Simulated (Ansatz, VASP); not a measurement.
# Ca3TlRh in VASP and in Ansatz

```
Ca Tl Rh
1.0
     4.64262    0.00000    0.00000
     0.00000    4.64262    0.00000
     0.00000    0.00000    6.88886
Ca Tl Rh
3 1 1
Direct
  0.50000 0.00000 0.38432
  0.00000 0.50000 0.38432
  0.50000 0.50000 0.81522
  0.00000 0.00000 0.02556
  0.00000 0.00000 0.63698
```

Alike in both runs: functional PBE; k mesh 4 × 4 × 2; occupations gaussian, width 0.2 eV; no spin polarisation.

Ansatz relaxed the structure, and its values are those at the end. VASP's run is a single point on that final structure, the one shown.

```csv
,VASP,Ansatz
version,VASP 6.6.1,Ansatz 0.2.0
potentials or method,"VASP PAW PBE potentials, release 64 (Ca_sv, Tl_d, Rh_pv), cutoff 520 eV","scalar-relativistic, plane waves, PAW"
valence electrons in the cell,58,60
```

```tsv
	VASP	Ansatz	Ansatz less VASP
gap on the k mesh at the Fermi level (eV)	none	none	-
pressure (GPa)	0.3	0.3	-0.03
rms of the force components (eV/Å)	0.009	0.007	-0.0012
```

A gap of «none» marks a metal or a gap that the smearing closes. VASP's potentials hold 58 valence electrons a cell and Ansatz's 60, so a difference there can come from the potentials and not from the codes.

The k mesh is coarse, so the values compare programs but aren't converged. Neither program's run includes spin-orbit coupling.
